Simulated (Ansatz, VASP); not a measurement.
Ga: VASP beside Ansatz

File INCAR:

```
SYSTEM = Ga
  PREC = Accurate
  ENCUT = 520
  EDIFF = 1E-6
  ISMEAR = -1
  SIGMA = 0.1
  LREAL = .FALSE.
  LASPH = .TRUE.
  NELM = 60
  ALGO = Normal
  ISIF = 2
  LWAVE = .FALSE.
  LCHARG = .FALSE.
  GGA = RP
  NBANDS = 20
```

KPOINTS

```
Automatic mesh
0
G
  13 13 8
  0 0 0
```

POSCAR

```
Ga
1.0
    3.1140693291      0.0000000000      0.0000000000
   -1.5570346646      2.6968631481      0.0000000000
    0.0000000000      0.0000000000      4.9117614605
Ga
2
Direct
    0.3333333333      0.6666666667      0.2500000000
    0.6666666667      0.3333333333      0.7500000000
```

Input for Ansatz:

```yaml
crystal:
  lattice:
    - [3.1140693291, 0.0, 0.0]
    - [-1.5570346646, 2.6968631481, 0.0]
    - [0.0, 0.0, 4.9117614605]
  atoms:
    - { symbol: Ga, position: [0.3333333333, 0.6666666667, 0.25] }
    - { symbol: Ga, position: [0.6666666667, 0.3333333333, 0.75] }
hamiltonian:
  xc: rpbe
  pseudopotentials:
    kind: paw
    azcp:
      Ga: "pseudopotentials/Ga.paw.azcp"
basis:
  ecutwfc: 420
  fft_grid_basis: typed
kpoints:
  mp_grid: { grid: [13, 13, 8], shift: [0, 0, 0] }
magnetization:
  spin_polarized: false
scf:
  occupations: { method: fermi_dirac, width: 0.1 }
  lower_state_search: "off"
output:
  stress: true
```

Alike in both runs: task single point; functional RPBE; k mesh 13 × 13 × 8; occupations fermi-dirac, width 0.1 eV; no spin polarisation.

|  | VASP | Ansatz |
| --- | --- | --- |
| version | VASP 6.6.1 | Ansatz 0.2.0 |
| potentials or method | VASP PAW PBE potentials, release 64 (Ga_d), cutoff 520 eV | plane waves (420 eV) with PAW, scalar-relativistic |
| valence electrons in the cell | 26 | 26 |

```tsv
	VASP	Ansatz	Ansatz less VASP
pressure (GPa)	-1.4	-1.4	-0.09
traceless stress, the component that is largest in VASP (GPa)	-0.14	-0.15	-0.006
```

VASP's potentials were made for PBE, not for RPBE.
